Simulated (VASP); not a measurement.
The system is MgB2.

```xyz
3
Lattice="3.1054 0.0000 0.0000 -1.5527 2.6894 0.0000 0.0000 0.0000 3.5463" Properties=species:S:1:pos:R:3 pbc="T T T"
Mg    0.0000    0.0000    0.0000
B     1.5527    0.8965    1.7732
B     0.0000    1.7929    1.7732
```

Base run:

```yaml
Program: VASP 6.6.1
Functional: r2SCAN
Potentials_or_basis: VASP PAW PBE potentials, release 64 (Mg, B)
Cutoff: 520 eV
k_mesh: 10 × 10 × 8
Occupations: fermi-dirac, width 0.05 eV
Spin: no spin polarisation
```

Its results: band gap on the k mesh zero (band 4 reaches 6.32 eV, above the bottom of band 5 at 3.79 eV); pressure -5.4 GPa.

Problem. The run is repeated on the same cell with these changes: functional from r2SCAN to revPBE. What comes out?

Solution. Band gap on the k mesh zero (band 4 reaches 6.33 eV, above the bottom of band 5 at 3.91 eV); pressure -1.5 GPa.

Caveats: the PAW data sets were made with another functional, which shifts forces and pressure a little.
